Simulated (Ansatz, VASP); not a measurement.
## Two plane-wave programs on B

```xyz
4
Lattice="1.7170 0.0000 0.0000 -0.8585 1.4870 0.0000 0.0000 0.0000 21.3121" Properties=species:S:1:pos:R:3 pbc="T T T"
B    -0.8585    1.4870    0.0000
B    -0.8585    1.4870   10.6560
B     0.0000    0.9913    5.3280
B     0.8585    0.4957   15.9840
```

Alike in both runs: task single point; functional BLYP; k mesh 23 × 23 × 2; occupations fermi-dirac, width 0.1 eV; no spin polarisation.

```csv
,VASP,Ansatz
version,VASP 6.6.1,Ansatz 0.2.0
potentials or method,"VASP PAW PBE potentials, release 64 (B), cutoff 520 eV","plane waves (420 eV) with PAW, scalar-relativistic"
valence electrons in the cell,12,12
```

VASP gave:

- pressure (GPa): -1.1
- traceless stress, the component that is largest in VASP (GPa): 1.14

What did Ansatz give for the same quantities?

Pressure (GPa): -0.9; traceless stress, the component that is largest in VASP (GPa): 1.07.

VASP's potentials were made for PBE, not for BLYP. With one functional, cell and mesh, what is left measures potentials, basis and numerics.
